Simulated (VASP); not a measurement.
# MgCd2SeS2 (P4/mmm) in VASP: further runs

MgCd2SeS2 is run at these levels: PBE; tasks: single point.

All numbers are computed with VASP 6.6.1; they aren't measurements. Logs are shortened: lines on timing, memory, paths and dates and some standing lists are left out, and cuts for length are marked.

**1. The cell of the first run**

It takes space group P4/mmm (No. 123, tetragonal). The conventional cell has a = 4.506 Å, b = 4.506 Å, c = 5.949 Å, α = 90.00°, β = 90.00°, γ = 90.00°. Mg (site symmetry 4/mmm) has 2 Se at 2.97 Å and 8 S at 3.46 Å and 8 Cd at 3.73 Å within 3.9 Å. Cd (site symmetry mmm) has 2 Se at 2.25 Å and 4 S at 2.77 Å within 3.0 Å. Within 3.0 Å of Se (site symmetry 4/mmm) lie 4 Cd at 2.25 Å and 2 Mg at 2.97 Å. Within 3.6 Å of S (site symmetry 4mm) lie 2 S at 2.72 to 3.23 Å and 4 Cd at 2.77 Å and 4 Mg at 3.46 Å and 4 Se at 3.57 Å.

The cell was built from a structure type or drawn by symmetry, and may not be a known phase.

**2. Single point, PBE**

File INCAR:

```
PREC     = Accurate       # precision mode
ENCUT    = 520            # plane-wave cutoff, eV
EDIFF    = 1E-6           # SCF threshold, eV
ISMEAR   = 0              # smearing method
SIGMA    = 0.1            # smearing width, eV
LREAL    = F              # projectors in reciprocal space
LASPH    = T              # aspherical terms in the spheres
NELM     = 80             # most SCF steps
ALGO     = Normal         # electronic algorithm
ISIF     = 2              # what is computed and relaxed
LWAVE    = F              # write WAVECAR
LCHARG   = F              # write CHGCAR
GGA      = PE             # functional
NBANDS   = 31             # bands
```

File KPOINTS:

```
regular mesh
0
Gamma
  4 4 4
```

File POSCAR:

```
MgCd2SeS2
1.0
    4.5062786800      0.0000000000      0.0000000000
    0.0000000000      4.5062786800      0.0000000000
    0.0000000000      0.0000000000      5.9491166400
Mg Cd Se S
1 2 1 2
Direct
    0.0000000000      0.0000000000      0.0000000000
    0.0000000000      0.5000000000      0.5000000000
    0.5000000000      0.0000000000      0.5000000000
    0.0000000000      0.0000000000      0.5000000000
    0.5000000000      0.5000000000      0.7713990200
    0.5000000000      0.5000000000      0.2286009800
```

Potentials or basis: VASP PAW PBE potentials, release 64 (Mg, Cd, Se, S).

Started as:

```
$ cat potpaw_PBE.64/Mg/POTCAR potpaw_PBE.64/Cd/POTCAR potpaw_PBE.64/Se/POTCAR potpaw_PBE.64/S/POTCAR > POTCAR
$ mpirun -np 1 vasp_std > vasp.out
```

OUTCAR:

```text
PREC = Accurate
   ENCUT = 520
   EDIFF = 1E-6
   ISMEAR = 0
   LREAL = F
   LASPH = T
   NELM = 80
   ISIF = 2
   GGA = PE

 ion  position               nearest neighbor table
   1  0.000  0.000  0.000-   4 2.97   4 2.97
   2  0.000  0.500  0.500-   4 2.25   4 2.25   6 2.77   5 2.77   5 2.77   6 2.77   3 3.19   3 3.19
                             3 3.19   3 3.19
   3  0.500  0.000  0.500-   4 2.25   4 2.25   6 2.77   5 2.77   6 2.77   5 2.77   2 3.19   2 3.19
                             2 3.19   2 3.19
   4  0.000  0.000  0.500-   2 2.25   3 2.25   2 2.25   3 2.25   1 2.97   1 2.97
   5  0.500  0.500  0.771-   6 2.72   3 2.77   2 2.77   3 2.77   2 2.77
   6  0.500  0.500  0.229-   5 2.72   3 2.77   2 2.77   3 2.77   2 2.77

  LATTYP: Found a simple tetragonal cell.
 ALAT       =     4.5062786800
 C/A-ratio  =     1.3201839173

  Lattice vectors:

 A1 = (   4.5062786800,   0.0000000000,   0.0000000000)
 A2 = (   0.0000000000,   4.5062786800,   0.0000000000)
 A3 = (   0.0000000000,   0.0000000000,   5.9491166400)

Analysis of symmetry for initial positions (statically):
=====================================================================
 Subroutine PRICEL returns:
 Original cell was already a primitive cell.

 Routine SETGRP: Setting up the symmetry group for a
 simple tetragonal supercell.

 Subroutine GETGRP returns: Found 16 space group operations
 (whereof 16 operations were pure point group operations)
 out of a pool of 16 trial point group operations.

The static configuration has the point symmetry D_4h.

Analysis of symmetry for dynamics (positions and initial velocities):
=====================================================================
 Subroutine PRICEL returns:
 Original cell was already a primitive cell.

 Routine SETGRP: Setting up the symmetry group for a
 simple tetragonal supercell.

 Subroutine GETGRP returns: Found 16 space group operations
 (whereof 16 operations were pure point group operations)
 out of a pool of 16 trial point group operations.

The dynamic configuration has the point symmetry D_4h.

 Subroutine INISYM returns: Found 16 space group operations
 (whereof 16 operations are pure point group operations),
 and found     1 'primitive' translations

----------------------------------------------------------------------------------------

                                     Primitive cell

  volume of cell :     120.8060

  direct lattice vectors                    reciprocal lattice vectors
     4.506278680  0.000000000  0.000000000     0.221912596  0.000000000  0.000000000
     0.000000000  4.506278680  0.000000000     0.000000000  0.221912596  0.000000000
     0.000000000  0.000000000  5.949116640     0.000000000  0.000000000  0.168092183

  length of vectors
     4.506278680  4.506278680  5.949116640     0.221912596  0.221912596  0.168092183

  position of ions in fractional coordinates (direct lattice)
     0.000000000  0.000000000  0.000000000
     0.000000000  0.500000000  0.500000000
     0.500000000  0.000000000  0.500000000
     0.000000000  0.000000000  0.500000000
     0.500000000  0.500000000  0.771399020
     0.500000000  0.500000000  0.228600980

  ion indices of the primitive-cell ions
   primitive index   ion index
                 1           1
                 2           2
                 3           3
                 4           4
                 5           5
                 6           6

----------------------------------------------------------------------------------------

 KPOINTS: regular mesh

Automatic generation of k-mesh.
 Grid dimensions read from file:
 generate k-points for:    4    4    4

 Generating k-lattice:

  Cartesian coordinates                     Fractional coordinates (reciprocal lattice)
     0.055478149  0.000000000  0.000000000     0.250000000  0.000000000  0.000000000
     0.000000000  0.055478149  0.000000000     0.000000000  0.250000000  0.000000000
     0.000000000  0.000000000  0.042023046     0.000000000  0.000000000  0.250000000

  Length of vectors
     0.055478149  0.055478149  0.042023046

  Shift w.r.t. Gamma in fractional coordinates (k-lattice)
     0.000000000  0.000000000  0.000000000

 Subroutine IBZKPT returns following result:
 ===========================================

 Found     18 irreducible k-points:

 Following reciprocal coordinates:
            Coordinates               Weight
  0.000000  0.000000  0.000000      1.000000
  0.250000  0.000000  0.000000      4.000000
  0.500000  0.000000  0.000000      2.000000
  0.250000  0.250000  0.000000      4.000000
  0.500000  0.250000  0.000000      4.000000
  0.500000  0.500000  0.000000      1.000000
[... 10 lines left out ...]
  0.500000  0.250000  0.500000      4.000000
  0.500000  0.500000  0.500000      1.000000
   k-points           NKPTS =     18   k-points in BZ     NKDIM =     18   number of bands    NBANDS=     31
   number of dos      NEDOS =    301   number of ions     NIONS =      6
   total plane-waves  NPLWV =  62208
   dimension x,y,z NGX =    36 NGY =   36 NGZ =   48
   dimension x,y,z NGXF=    72 NGYF=   72 NGZF=   96
   ions per type =               1   2   1   2
   NGX,Y,Z   is equivalent  to a cutoff of  13.28, 13.28, 13.41 a.u.
   NGXF,Y,Z  is equivalent  to a cutoff of  26.56, 26.56, 26.83 a.u.
 SYSTEM =  unknown system
   PREC   = accura    normal or accurate (medium, high low for compatibility)
   ISTART =      0    job   : 0-new  1-cont  2-samecut
   ICHARG =      2    charge: 1-file 2-atom 10-const
   ISPIN  =      1    spin polarized calculation?
   LNONCOLLINEAR =      F non collinear calculations
   LSORBIT =      F    spin-orbit coupling
   LASPH  =      T    aspherical Exc in radial PAW
   ENCUT  =  520.0 eV  38.22 Ry    6.18 a.u.   8.38  8.38 11.06*2*pi/ulx,y,z
   NELM   =     80;   NELMIN=  2; NELMDL= -5     # of ELM steps
   EDIFF  = 0.1E-05   stopping-criterion for ELM
   LREAL  =      F    real-space projection
   EDIFFG = 0.1E-04   stopping-criterion for IOM
   NSW    =      0    number of steps for IOM
   IBRION =     -1    ionic relax: 0-MD 1-quasi-New 2-CG
   NFREE  =      0    steps in history (QN), initial steepest desc. (CG)
   ISIF   =      2    stress and relaxation
   ISYM   =      2    0-nonsym 1-usesym 2-fastsym
   POTIM  = 0.5000    time-step for ionic-motion
   TEBEG  =    0.0;   TEEND  =   0.0 temperature during run
   PSTRESS=    0.0 pullay stress
   NELECT =      44.0000    total number of electrons
   NUPDOWN=      -1.0000    fix difference up-down
   EMIN   =  10.00;   EMAX   =-10.00  energy-range for DOS
   EFERMI =   0.00;   METHOD = LEGACY
   ISMEAR =     0;   SIGMA  =   0.10  broadening in eV -4-tet -1-fermi 0-gaus
   EFERMI_NEDOS =   21; number of points for ismear=-14 and -15
   IALGO  =     38    algorithm
   IMIX   =      4    mixing-type and parameters
     AMIX     =   0.40;   BMIX     =  1.00
     AMIX_MAG =   1.60;   BMIX_MAG =  1.00
  volume/ion in A,a.u.               =      20.13       135.87
  Fermi-wavevector in a.u.,A,eV,Ry     =   1.169130  2.209336 18.597332  1.366865
  Thomas-Fermi vector in A             =   2.305607
   LORBIT       =      0    0 simple, 1 ext, 2 COOP (PROOUT), +10 PAW based schemes
   GGA     = PE    functional components
   LHFCALC =     F    Hartree Fock is set to
   AEXX    =    0.0000 exact exchange contribution
   IVDW    =     0    specifies the selected vdW correction
   LEPSILON=     F    determine dielectric tensor
   LRPA    =     F    only Hartree local field effects (RPA)
 non-spin polarized calculation
 Gauss-broadening in eV      SIGMA  =   0.10
  energy-cutoff  :      520.00
  volume of cell :      120.81
 maximum number of plane-waves:      3278
 NGX is ok and might be reduce to    36
   NGX = 17   NGY = 17   NGZ = 23

 number of electron      44.0000019 magnetization

 Free energy of the ion-electron system (eV)
  ---------------------------------------------------
  ext. energy  EPLUGINS =         0.00000000
  ---------------------------------------------------
  free energy    TOTEN  =       -11.23622824 eV

  energy without entropy =      -11.21939030  energy(sigma->0) =      -11.22780927

 E-fermi :   4.6331     XC(G=0): -10.0454

 val. band max:        4.6239298966   @ k =   0.5000   0.2500   0.2500
 cond. band min:       4.6974929271   @ k =   0.5000   0.5000   0.2500
 fundamental gap:      0.0735630305
 Fermi energy:         4.6331456032

 k-point     1 :       0.0000    0.0000    0.0000
  band No.  band energies     occupation
      1     -12.3095      2.00000
      2      -8.9118      2.00000
      3      -7.1223      2.00000
      4      -5.7404      2.00000
      5      -5.2299      2.00000
      6      -5.1841      2.00000
[... 23 lines left out ...]
     30      10.6625      0.00000
     31      11.5040      0.00000

 k-point     2 :       0.2500    0.0000    0.0000
  band No.  band energies     occupation
      1     -11.9922      2.00000
      2      -8.8281      2.00000
      3      -7.2221      2.00000
      4      -5.9099      2.00000
      5      -5.6520      2.00000
      6      -5.2597      2.00000
[... 23 lines left out ...]
     30      10.5927      0.00000
     31      10.7745      0.00000

 k-point     3 :       0.5000    0.0000    0.0000
  band No.  band energies     occupation
      1     -11.5869      2.00000
      2      -8.7790      2.00000
      3      -7.3086      2.00000
      4      -6.7639      2.00000
      5      -5.4471      2.00000
      6      -5.3588      2.00000
[... 23 lines left out ...]
     30      10.9313      0.00000
     31      10.9717      0.00000

 k-point     4 :       0.2500    0.2500    0.0000
  band No.  band energies     occupation
      1     -11.6542      2.00000
      2      -8.7233      2.00000
      3      -7.3231      2.00000
      4      -6.2428      2.00000
      5      -5.8415      2.00000
      6      -5.4636      2.00000
[... 23 lines left out ...]
     30       9.9054      0.00000
     31      11.3497      0.00000

 k-point     5 :       0.5000    0.2500    0.0000
  band No.  band energies     occupation
      1     -11.2117      2.00000
      2      -8.6399      2.00000
      3      -7.4115      2.00000
      4      -6.9190      2.00000
      5      -6.0816      2.00000
      6      -5.5957      2.00000
[... 23 lines left out ...]
     30      11.4360      0.00000
     31      11.7811      0.00000
[... 338 lines left out ...]
     30      11.6395      0.00000
     31      11.7858      0.00000

 k-point    16 :       0.2500    0.2500    0.5000
  band No.  band energies     occupation
      1     -11.6429      2.00000
      2      -8.2455      2.00000
      3      -8.0168      2.00000
      4      -6.2424      2.00000
      5      -5.8389      2.00000
      6      -5.4847      2.00000
[... 23 lines left out ...]
     30      10.7666      0.00000
     31      11.5765      0.00000

 k-point    17 :       0.5000    0.2500    0.5000
  band No.  band energies     occupation
      1     -11.2035      2.00000
      2      -8.2664      2.00000
      3      -7.9007      2.00000
      4      -6.9108      2.00000
      5      -6.0789      2.00000
      6      -5.6168      2.00000
[... 23 lines left out ...]
     30      10.8846      0.00000
     31      11.1063      0.00000

 k-point    18 :       0.5000    0.5000    0.5000
  band No.  band energies     occupation
      1     -10.6868      2.00000
      2      -8.2986      2.00000
      3      -7.6820      2.00000
      4      -7.0639      2.00000
      5      -7.0639      2.00000
      6      -5.7677      2.00000
[... 23 lines left out ...]
     30      11.2908      0.00000
     31      12.2063      0.00000

------------------------ aborting loop because EDIFF is reached ----------------------------------------

  FORCE on cell =-STRESS in cart. coord.  units (eV):
  Direction    XX          YY          ZZ          XY          YZ          ZX
  --------------------------------------------------------------------------------------
  -------------------------------------------------------------------------------------
  Total       27.1940230     27.1940230      5.6228901      0.0000000      0.0000000      0.0000000
  in kB      360.6579141    360.6579141     74.5729973      0.0000000      0.0000000      0.0000000
  external PRESSURE =     265.2962751 kB  Pullay stress =       0.0000000 kB

 VOLUME and BASIS-vectors are now :
 -----------------------------------------------------------------------------
  energy-cutoff  :      520.00
  volume of cell :      120.81
      direct lattice vectors                 reciprocal lattice vectors
     4.506278680  0.000000000  0.000000000     0.221912596  0.000000000  0.000000000
     0.000000000  4.506278680  0.000000000     0.000000000  0.221912596  0.000000000
     0.000000000  0.000000000  5.949116640     0.000000000  0.000000000  0.168092183

 POSITION                                       TOTAL-FORCE (eV/Angst)
 -----------------------------------------------------------------------------------
      0.00000      0.00000      0.00000        -0.000000     -0.000000      0.000000
      0.00000      2.25314      2.97456        -0.000000     -0.000000      0.000000
      2.25314      0.00000      2.97456        -0.000000     -0.000000      0.000000
      0.00000      0.00000      2.97456        -0.000000     -0.000000      0.000000
      2.25314      2.25314      4.58914        -0.000000      0.000000      0.648987
      2.25314      2.25314      1.35997         0.000000      0.000000     -0.648987
 -----------------------------------------------------------------------------------
    total drift:                                0.000000     -0.000000      0.000000

  FREE ENERGIE OF THE ION-ELECTRON SYSTEM (eV)
  ---------------------------------------------------
  free  energy   TOTEN  =       -11.2362282367 eV

  energy  without entropy=      -11.2193902965  energy(sigma->0) =      -11.22780927
```

Wall time 2.1 min (1 thread of Intel Xeon 8259CL, shared host); peak memory 0.28 GiB.

Results:

```
Free energy            : -11.2362 eV
Pressure               : 26.5 GPa
Largest force          : 0.649 eV/Å
Band gap on the k mesh : zero (bands 22 and 23 overlap by 0.61 eV)
```

Forces on the atoms (eV/Å):
```
Mg   0.000  0.000  0.000
Cd   0.000  0.000  0.000
Cd   0.000  0.000  0.000
Se   0.000  0.000  0.000
S    0.000  0.000  0.649
S    0.000  0.000 -0.649
```

Caveat: the cell stands under pressure; semilocal functionals underestimate gaps, so a narrow gap can read as zero.

(Continued in part 2 of 2.)
